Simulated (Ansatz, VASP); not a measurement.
## Te2Mo in VASP and in Ansatz

```
Te Mo
1.0
     3.53916    0.00000    0.00000
    -1.76958    3.06500    0.00000
     0.00000    0.00000   19.58815
Te Mo
2 1
Cartesian
  1.7696 1.0217 8.0000
  1.7696 1.0217 11.5881
  0.0000 2.0433 9.7941
```

Alike in both runs: task single point; functional PBEsol; k mesh 12 × 12 × 1; occupations gaussian, width 0.03 eV; no spin polarisation.

|  | VASP | Ansatz |
| --- | --- | --- |
| version | VASP 6.6.1 | Ansatz 0.2.0 |
| potentials or method | VASP PAW PBE potentials, release 64 (Te, Mo_sv), cutoff 400 eV | scalar-relativistic, plane waves, PAW |
| valence electrons in the cell | 26 | 46 |

|  | VASP | Ansatz | Ansatz less VASP |
| --- | --- | --- | --- |
| gap on the k mesh at the Fermi level (eV) | 1.09 | 1.09 | +0.001 |
| least direct gap on the mesh (eV) | 1.09 | 1.09 | +0.001 |
| rms of the force components (eV/Å) | 0.044 | 0.059 | +0.0146 |

VASP's potentials were made for PBE, not for PBEsol, and Ansatz warns of the same on its side. VASP's potentials hold 26 valence electrons a cell and Ansatz's 46, so a difference there can come from the potentials and not from the codes.

Spin-orbit coupling is off throughout.
